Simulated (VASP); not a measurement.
# Hf (I4_1/amd) in VASP: notebook

The runs below take Hf through single point, with PBE.

All numbers are computed with VASP 6.6.1; they aren't measurements. Logs are shortened: lines on timing, memory, paths and dates and some standing lists are left out, and cuts for length are marked.

**1. The cell of the first run**

Symmetry: I4_1/amd, No. 141, tetragonal system. The conventional cell has a = 4.085 Å, b = 4.085 Å, c = 2.235 Å, α = 90.00°, β = 90.00°, γ = 90.00°. Within 2.8 Å of Hf (site symmetry -4m2) lie 10 Hf at 2.12 to 2.64 Å.

**2. Single point, PBE**

File INCAR:

```
SYSTEM = Hf
PREC     = Accurate       ! precision mode
ENCUT    = 520            ! plane-wave cutoff, eV
EDIFF    = 1E-7           ! SCF threshold, eV
ISMEAR   = -1             ! smearing method
SIGMA    = 0.05           ! smearing width, eV
LREAL    = .False.        ! projectors in reciprocal space
LASPH    = .True.         ! aspherical terms in the spheres
NELM     = 100            ! most SCF steps
ALGO     = Normal         ! electronic algorithm
ISIF     = 2              ! what is computed and relaxed
LWAVE    = .False.        ! write WAVECAR
LCHARG   = .False.        ! write CHGCAR
GGA      = PE             ! functional
NBANDS   = 17             ! bands
```

File KPOINTS:

```
regular mesh
0
Gamma
  14 14 14
  0 0 0
```

File POSCAR:

```
Hf
1.0
   -2.0425312873      2.0425312873      1.1175794171
    2.0425312873     -2.0425312873      1.1175794171
    2.0425312873      2.0425312873     -1.1175794171
Hf
2
Direct
   -0.3750000000     -0.1250000000     -0.2500000000
    0.3750000000      0.1250000000      0.2500000000
```

Potentials or basis: VASP PAW PBE potentials, release 64 (Hf_pv).

On the command line:

```
$ cat potpaw_PBE.64/Hf_pv/POTCAR > POTCAR
$ mpirun -np 1 vasp_std > vasp.out
```

OUTCAR:

```text
SYSTEM = Hf
   PREC = Accurate
   ENCUT = 520
   EDIFF = 1E-7
   ISMEAR = -1
   LREAL = .False.
   LASPH = .True.
   NELM = 100
   ISIF = 2
   GGA = PE

 ion  position               nearest neighbor table
   1  0.625  0.875  0.750-   2 2.12   2 2.12   2 2.12   2 2.12   2 2.64   2 2.64   2 2.64   2 2.64
                             2 3.46   2 3.46
   2  0.375  0.125  0.250-   1 2.12   1 2.12   1 2.12   1 2.12   1 2.64   1 2.64   1 2.64   1 2.64
                             1 3.46   1 3.46

  LATTYP: Found a body centered tetragonal cell.
 ALAT       =     4.0850625746
 C/A-ratio  =     0.5471541239

  Lattice vectors:

 A1 = (  -2.0425312873,   2.0425312873,   1.1175794171)
 A2 = (   2.0425312873,  -2.0425312873,   1.1175794171)
 A3 = (   2.0425312873,   2.0425312873,  -1.1175794171)

Analysis of symmetry for initial positions (statically):
=====================================================================
 Subroutine PRICEL returns:
 Original cell was already a primitive cell.

 Routine SETGRP: Setting up the symmetry group for a
 body centered tetragonal supercell.

 Subroutine GETGRP returns: Found 16 space group operations
 (whereof  4 operations were pure point group operations)
 out of a pool of 16 trial point group operations.

The static configuration has the point symmetry C_2h.
 The point group associated with its full space group is D_4h.

Analysis of symmetry for dynamics (positions and initial velocities):
=====================================================================
 Subroutine PRICEL returns:
 Original cell was already a primitive cell.

 Routine SETGRP: Setting up the symmetry group for a
 body centered tetragonal supercell.

 Subroutine GETGRP returns: Found 16 space group operations
 (whereof  4 operations were pure point group operations)
 out of a pool of 16 trial point group operations.

The dynamic configuration has the point symmetry C_2h.
 The point group associated with its full space group is D_4h.

 Subroutine INISYM returns: Found 16 space group operations
 (whereof  4 operations are pure point group operations),
 and found     1 'primitive' translations

----------------------------------------------------------------------------------------

                                     Primitive cell

  volume of cell :      18.6499

  direct lattice vectors                    reciprocal lattice vectors
    -2.042531287  2.042531287  1.117579417     0.000000000  0.244794292  0.447395498
[... 80 lines left out ...]
   ISPIN  =      1    spin polarized calculation?
   LNONCOLLINEAR =      F non collinear calculations
   LSORBIT =      F    spin-orbit coupling
   LASPH  =      T    aspherical Exc in radial PAW
   ENCUT  =  520.0 eV  38.22 Ry    6.18 a.u.   5.76  5.76  5.76*2*pi/ulx,y,z
   NELM   =    100;   NELMIN=  2; NELMDL= -5     # of ELM steps
   EDIFF  = 0.1E-06   stopping-criterion for ELM
   LREAL  =      F    real-space projection
   EDIFFG = 0.1E-05   stopping-criterion for IOM
   NSW    =      0    number of steps for IOM
   IBRION =     -1    ionic relax: 0-MD 1-quasi-New 2-CG
   NFREE  =      0    steps in history (QN), initial steepest desc. (CG)
   ISIF   =      2    stress and relaxation
   ISYM   =      2    0-nonsym 1-usesym 2-fastsym
   POTIM  = 0.5000    time-step for ionic-motion
   TEBEG  =    0.0;   TEEND  =   0.0 temperature during run
   PSTRESS=    0.0 pullay stress
   NELECT =      20.0000    total number of electrons
   NUPDOWN=      -1.0000    fix difference up-down
   EMIN   =  10.00;   EMAX   =-10.00  energy-range for DOS
   EFERMI =   0.00;   METHOD = LEGACY
   ISMEAR =    -1;   SIGMA  =   0.05  broadening in eV -4-tet -1-fermi 0-gaus
   EFERMI_NEDOS =   21; number of points for ismear=-14 and -15
   IALGO  =     38    algorithm
   IMIX   =      4    mixing-type and parameters
     AMIX     =   0.40;   BMIX     =  1.00
     AMIX_MAG =   1.60;   BMIX_MAG =  1.00
  volume/ion in A,a.u.               =       9.32        62.93
  Fermi-wavevector in a.u.,A,eV,Ry     =   1.675687  3.166589 38.204163  2.807927
  Thomas-Fermi vector in A             =   2.760262
   LORBIT       =      0    0 simple, 1 ext, 2 COOP (PROOUT), +10 PAW based schemes
   GGA     = PE    functional components
   LHFCALC =     F    Hartree Fock is set to
   AEXX    =    0.0000 exact exchange contribution
   IVDW    =     0    specifies the selected vdW correction
   LEPSILON=     F    determine dielectric tensor
   LRPA    =     F    only Hartree local field effects (RPA)
 non-spin polarized calculation
  energy-cutoff  :      520.00
  volume of cell :       18.65
 maximum number of plane-waves:       511
   NGX = 11   NGY = 11   NGZ = 11

 number of electron      20.0000000 magnetization

 Free energy of the ion-electron system (eV)
  ---------------------------------------------------
  ext. energy  EPLUGINS =         0.00000000
  ---------------------------------------------------
  free energy    TOTEN  =        -0.15855241 eV

  energy without entropy =       -0.15076002  energy(sigma->0) =       -0.15465622

 E-fermi :  12.7141     XC(G=0): -15.9472

 val. band max:       12.7035140961   @ k =  -0.2857  -0.3571   0.2143
 cond. band min:      12.7162899881   @ k =  -0.3571  -0.3571   0.0714
 fundamental gap:      0.0127758920
 Fermi energy:        12.7141383126

 k-point     1 :       0.0000    0.0000    0.0000
  band No.  band energies     occupation
      1     -21.8515      2.00000
      2     -21.8515      2.00000
      3     -14.4005      2.00000
      4     -14.2901      2.00000
      5     -14.1412      2.00000
      6     -14.1412      2.00000
[... 457 lines left out ...]
      4     -19.0941      2.00000
      5     -15.1504      2.00000
      6     -14.3524      2.00000
[... 9 lines left out ...]
     16      26.9788      0.00000
     17      27.4825      0.00000

 [... further k-points ...]
[... 5 lines left out ...]
  --------------------------------------------------------------------------------------
  -------------------------------------------------------------------------------------
  Total       54.5370287     54.5370287     54.9941948      0.0000000      0.0000000      0.0000000
  in kB     4685.1794953   4685.1794953   4724.4538246      0.0000000      0.0000000      0.0000000
  external PRESSURE =    4698.2709384 kB  Pullay stress =       0.0000000 kB

 VOLUME and BASIS-vectors are now :
 -----------------------------------------------------------------------------
  energy-cutoff  :      520.00
  volume of cell :       18.65
      direct lattice vectors                 reciprocal lattice vectors
    -2.042531287  2.042531287  1.117579417     0.000000000  0.244794292  0.447395498
     2.042531287 -2.042531287  1.117579417     0.244794292  0.000000000  0.447395498
     2.042531287  2.042531287 -1.117579417     0.244794292  0.244794292  0.000000000

 POSITION                                       TOTAL-FORCE (eV/Angst)
 -----------------------------------------------------------------------------------
      2.04253      1.02127      0.83818         0.000000     -0.000000      0.000000
      0.00000      1.02127      0.27939        -0.000000      0.000000     -0.000000
 -----------------------------------------------------------------------------------
    total drift:                               -0.000000      0.000000      0.000000

  FREE ENERGIE OF THE ION-ELECTRON SYSTEM (eV)
  ---------------------------------------------------
  free  energy   TOTEN  =        -0.1585524143 eV

  energy  without entropy=       -0.1507600244  energy(sigma->0) =       -0.15465622
```

OSZICAR:

```text
N       E                     dE             d eps       ncg     rms          rms(c)
DAV:   1     0.827542105786E+02    0.82754E+02   -0.11785E+04  8328   0.126E+03
DAV:   2     0.856654400474E+00   -0.81898E+02   -0.79323E+02 10514   0.290E+02
DAV:   3    -0.653948699367E+00   -0.15106E+01   -0.15028E+01  9449   0.285E+01
DAV:   4    -0.657576958787E+00   -0.36283E-02   -0.36275E-02 11057   0.150E+00
DAV:   5    -0.657585707904E+00   -0.87491E-05   -0.87485E-05  9797   0.602E-02    0.143E+02
DAV:   6    -0.287656193908E+00    0.36993E+00   -0.86705E-02  9675   0.198E+00    0.843E+01
DAV:   7    -0.158096748910E+00    0.12956E+00   -0.16225E-01 11012   0.243E+00    0.142E+00
DAV:   8    -0.158515320487E+00   -0.41857E-03   -0.50847E-03 10081   0.493E-01    0.477E-01
DAV:   9    -0.158556005330E+00   -0.40685E-04   -0.35855E-04 11090   0.141E-01    0.676E-02
DAV:  10    -0.158552713994E+00    0.32913E-05   -0.12511E-05  9652   0.297E-02    0.259E-02
DAV:  11    -0.158552334027E+00    0.37997E-06   -0.36897E-07 11120   0.517E-03    0.123E-03
DAV:  12    -0.158552414286E+00   -0.80259E-07   -0.16385E-08  5592   0.107E-03
   1 F= -.15855241E+00 E0= -.15465622E+00  d E =-.779239E-02
```

stdout:

```text
POSCAR found type information on POSCAR Hf
 POSCAR found :  1 types and       2 ions
 scaLAPACK will be used
 LDA part: xc-table for (Slater+PW92), standard interpolation
 POSCAR, INCAR and KPOINTS ok, starting setup
 FFT: planning ... GRIDC
 FFT: planning ... GRID_SOFT
 FFT: planning ... GRID
 WAVECAR not read
 entering main loop
```

It took 22 s on 1 thread of Intel Xeon 6975P-C (Granite Rapids), shared host; peak memory 0.19 GiB.

Results:

- Free energy: -0.1586 eV
- Pressure: 469.8 GPa
- Band gap on the k mesh: zero (band 10 reaches 14.52 eV, above the bottom of band 11 at 9.80 eV)

Caveat: spin-orbit coupling is left out, which moves the levels of the heavy elements.

**3. Single point, PBE**

File INCAR:

```
PREC = Accurate
ENCUT = 520
EDIFF = 1E-6
ISMEAR = -1
SIGMA = 0.05
LREAL = False
LASPH = True
NELM = 60
ALGO = Normal
ISIF = 2
LWAVE = False
LCHARG = False
GGA = PE
NBANDS = 17
```

File KPOINTS:

```
Automatic mesh
0
Gamma
  14 14 14
```

File POSCAR:

```
Hf
1.0
   -2.0425312873      2.0425312873      1.1175794172
    2.0425312873     -2.0425312873      1.1175794172
    2.0425312873      2.0425312873     -1.1175794172
Hf
2
Direct
   -0.3750000000     -0.1250000000     -0.2500000000
    0.3750000000      0.1250000000      0.2500000000
```

Potentials or basis: VASP PAW PBE potentials, release 64 (Hf_pv).

On the command line:

```
$ cat potpaw_PBE.64/Hf_pv/POTCAR > POTCAR
$ mpirun -np 1 vasp_std > vasp.out
```

It took 20 s on 1 thread of Intel Xeon 6975P-C (Granite Rapids), shared host; peak memory 0.19 GiB.

Results (log left out):

| Quantity | Value |
| --- | --- |
| Free energy | -0.1586 eV |
| Pressure | 469.8 GPa |
| Band gap on the k mesh | zero (band 10 reaches 14.52 eV, above the bottom of band 11 at 9.80 eV) |

Stress tensor (GPa, compression positive):
```
468.53   0.00   0.00
  0.00 468.53   0.00
  0.00   0.00 472.46
```

Levels at points of the mesh, in eV from the Fermi level:
```csv
k point,band 6,band 7,band 8,band 9,band 10,band 11,band 12,band 13,band 14,band 15
"(0.00, 0.00, 0.00)",-26.86,-10.97,-7.22,-4.65,-3.31,-2.07,5.20,5.20,6.15,6.15
"(0.50, 0.00, 0.00)",-26.82,-7.81,-6.98,-3.96,0.30,0.99,4.13,5.44,7.57,13.11
"(0.50, 0.50, 0.00)",-26.74,-5.07,-5.07,-1.90,-1.90,3.58,3.58,7.36,7.36,10.41
"(0.50, 0.50, 0.50)",-25.54,-4.31,-4.31,-0.55,-0.55,4.52,4.52,5.30,5.30,8.93
```

Caveat: spin-orbit coupling is left out, which moves the levels of the heavy elements.

(Continued in part 2 of 2.)
